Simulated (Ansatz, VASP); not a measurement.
Two plane-wave programs on NaI

```
CELL_PARAMETERS angstrom
2.22061 -7.23599 0.00000
2.22061 7.23599 0.00000
0.00000 0.00000 4.60830
ATOMIC_POSITIONS crystal
Na 0.85163 0.14837 0.75000
Na 0.14837 0.85163 0.25000
I 0.63123 0.36877 0.75000
I 0.36877 0.63123 0.25000
```

Alike in both runs: functional PBE; k mesh 4 × 4 × 4; occupations gaussian, width 0.1 eV; no spin polarisation.

Ansatz relaxed the structure, and its values are those at the end. VASP's run is a single point on that final structure, the one shown.

|  | VASP | Ansatz |
| --- | --- | --- |
| version | VASP 6.6.1 | Ansatz 0.2.0 |
| potentials or method | VASP PAW PBE potentials, release 64 (Na_pv, I), cutoff 520 eV | scalar-relativistic, plane waves, PAW |
| valence electrons in the cell | 28 | 52 |

```tsv
	VASP	Ansatz	Ansatz less VASP
gap on the k mesh at the Fermi level (eV)	3.29	3.29	+0.002
least direct gap on the mesh (eV)	3.29	3.29	+0.002
pressure (GPa)	0.2	0.1	-0.01
rms of the force components (eV/Å)	0.007	0.009	+0.0013
```

The functional is the same, so the differences come from potentials, cutoffs and numerics. VASP's potentials hold 28 valence electrons a cell and Ansatz's 52, so a difference there can come from the potentials and not from the codes.

Spin-orbit coupling is off throughout.
